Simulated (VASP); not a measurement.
# Re (P6/mmm) in VASP: notebook, part 2 of 2

VASP 6.6.1.

## (5) Single point, PBEsol

This run uses another cell than the first one: it holds 3 atoms, not 1.

File INCAR:

```
PREC = Accurate ; ENCUT = 520
EDIFF = 1E-6 ; ISMEAR = -1
SIGMA = 0.1 ; LREAL = F
LASPH = T ; NELM = 80
ALGO = Normal ; ISIF = 2
LWAVE = F ; LCHARG = F
GGA = PS ; NBANDS = 18
```

File KPOINTS:

```
regular mesh
0
Gamma
  9 9 12
```

File POSCAR:

```
Re
1.0
    4.1573192380      0.0000000000      0.0000000000
   -2.0786596190      3.6003440717      0.0000000000
    0.0000000000      0.0000000000      2.5779901433
Re
3
Direct
    0.0000000000      0.0000000000      0.0000000000
    0.3333333333      0.6666666667      0.5000000000
    0.6666666667      0.3333333333      0.5000000000
```

Potentials or basis: VASP PAW PBE potentials, release 64 (Re).

Launch:

```bash
$ cat potpaw_PBE.64/Re/POTCAR > POTCAR
$ mpirun -np 1 vasp_std > vasp.out
```

OUTCAR:

```text
PREC = Accurate
   ENCUT = 520
   EDIFF = 1E-6
   ISMEAR = -1
   LREAL = F
   LASPH = T
   NELM = 80
   ISIF = 2
   GGA = PS

 ion  position               nearest neighbor table
   1  0.000  0.000  0.000-   2 2.72   3 2.72   2 2.72   3 2.72   2 2.72   2 2.72   3 2.72   3 2.72
                             3 2.72   3 2.72   2 2.72   2 2.72
   2  0.333  0.667  0.500-   3 2.40   3 2.40   3 2.40   1 2.72   1 2.72   1 2.72   1 2.72   1 2.72
                             1 2.72
   3  0.667  0.333  0.500-   2 2.40   2 2.40   2 2.40   1 2.72   1 2.72   1 2.72   1 2.72   1 2.72
                             1 2.72

  LATTYP: Found a hexagonal cell.
 ALAT       =     4.1573192380
 C/A-ratio  =     0.6201087758

  Lattice vectors:

 A1 = (   4.1573192380,   0.0000000000,   0.0000000000)
 A2 = (  -2.0786596190,   3.6003440717,   0.0000000000)
 A3 = (   0.0000000000,   0.0000000000,   2.5779901433)

Analysis of symmetry for initial positions (statically):
=====================================================================
 Subroutine PRICEL returns:
 Original cell was already a primitive cell.

 Routine SETGRP: Setting up the symmetry group for a
 hexagonal supercell.
[... 168 lines left out ...]

 E-fermi :   9.5974     XC(G=0): -14.5466

 val. band max:        9.5768637132   @ k =   0.4444  -0.0000   0.0000
 cond. band min:       9.5993203287   @ k =   0.4444   0.1111   0.3333
 fundamental gap:      0.0224566155
 Fermi energy:         9.5973690117

 k-point     1 :       0.0000    0.0000    0.0000
  band No.  band energies     occupation
      1      -1.3302      2.00000
      2       2.3714      2.00000
      3       5.7244      2.00000
      4       6.2475      2.00000
      5       6.2475      2.00000
      6       6.2576      2.00000
[... 481 lines left out ...]
      5       5.3409      2.00000
      6       5.9747      2.00000
[... 10 lines left out ...]
     17      14.0362      0.00000
     18      14.5429      0.00000

 [... further k-points ...]

------------------------ aborting loop because EDIFF is reached ----------------------------------------

  FORCE on cell =-STRESS in cart. coord.  units (eV):
  Direction    XX          YY          ZZ          XY          YZ          ZX
  --------------------------------------------------------------------------------------
  -------------------------------------------------------------------------------------
  Total       17.1631203     17.1631203     17.4775396      0.0000000      0.0000000      0.0000000
  in kB      712.6367169    712.6367169    725.6918474      0.0000000      0.0000000      0.0000000
  external PRESSURE =     716.9884271 kB  Pullay stress =       0.0000000 kB

 VOLUME and BASIS-vectors are now :
 -----------------------------------------------------------------------------
  energy-cutoff  :      520.00
  volume of cell :       38.59
      direct lattice vectors                 reciprocal lattice vectors
     4.157319238  0.000000000  0.000000000     0.240539622  0.138875616  0.000000000
    -2.078659619  3.600344072  0.000000000     0.000000000  0.277751232  0.000000000
     0.000000000  0.000000000  2.577990143     0.000000000  0.000000000  0.387899078

 POSITION                                       TOTAL-FORCE (eV/Angst)
 -----------------------------------------------------------------------------------
      0.00000      0.00000      0.00000         0.000000      0.000000      0.000000
     -0.00000      2.40023      1.28900        -0.000000      0.000000      0.000000
      2.07866      1.20011      1.28900         0.000000     -0.000000      0.000000
 -----------------------------------------------------------------------------------
    total drift:                               -0.000000      0.000000      0.000000

  FREE ENERGIE OF THE ION-ELECTRON SYSTEM (eV)
  ---------------------------------------------------
  free  energy   TOTEN  =       -38.4587476083 eV

  energy  without entropy=      -38.4025952732  energy(sigma->0) =      -38.43067144
```

OSZICAR:

```text
N       E                     dE             d eps       ncg     rms          rms(c)
DAV:   1     0.765355983824E+02    0.76536E+02   -0.99051E+03  5796   0.144E+03
DAV:   2    -0.319917474461E+02   -0.10853E+03   -0.98700E+02  5586   0.432E+02
DAV:   3    -0.398960441005E+02   -0.79043E+01   -0.69306E+01  4800   0.241E+02
DAV:   4    -0.402721685548E+02   -0.37612E+00   -0.36104E+00  5202   0.323E+01
DAV:   5    -0.402831470512E+02   -0.10978E-01   -0.10888E-01  4908   0.480E+00    0.702E+01
DAV:   6    -0.390225173312E+02    0.12606E+01   -0.98452E-01  5950   0.225E+01    0.354E+01
DAV:   7    -0.385819610229E+02    0.44056E+00   -0.14705E+00  5960   0.281E+01    0.363E+00
DAV:   8    -0.384646945934E+02    0.11727E+00   -0.51609E-01  5918   0.173E+01    0.127E+00
DAV:   9    -0.384588206268E+02    0.58740E-02   -0.16945E-02  5324   0.199E+00    0.249E-01
DAV:  10    -0.384587447912E+02    0.75836E-04   -0.70269E-04  5882   0.498E-01    0.870E-02
DAV:  11    -0.384587478678E+02   -0.30767E-05   -0.86828E-05  5310   0.123E-01    0.127E-02
DAV:  12    -0.384587476083E+02    0.25949E-06   -0.35557E-06  2574   0.413E-02
   1 F= -.38458748E+02 E0= -.38430671E+02  d E =-.561523E-01
```

It took 33 s on 1 thread of Intel Xeon 6975P-C, shared host; peak memory 0.18 GiB.

What came out:

| Item | Value |
| --- | --- |
| Free energy | -38.4587 eV |
| Pressure | 71.7 GPa |

Caveat: the PAW data sets were made with another functional, which shifts forces and pressure a little; spin-orbit coupling is left out, which moves the levels of the heavy elements.

## (6) Overview

```csv
cell,k mesh,gap on the mesh (eV),pressure (GPa)
"a = 2.589, b = 2.589, c = 2.326 Å, angles 90.0, 90.0, 120.0°, 1 atom",17 × 17 × 16,none,70.1
"a = 4.158, b = 4.158, c = 2.578 Å, angles 90.0, 90.0, 120.0°, 3 atoms",9 × 9 × 12,none,71.5
"a = 4.157, b = 4.157, c = 2.578 Å, angles 90.0, 90.0, 120.0°, 3 atoms",9 × 9 × 12,none,71.7
```

Alike in all rows: task single point; level PBEsol; potentials or basis VASP PAW PBE potentials, release 64 (Re); no spin polarisation; cutoff (eV) 520; smearing fermi-dirac 0.1 eV.

Caveats: the PAW data sets were made with another functional, which shifts forces and pressure a little; spin-orbit coupling is left out, which moves the levels of the heavy elements.

Total energies depend on the potentials used, so only differences within one code and one set of settings carry meaning.
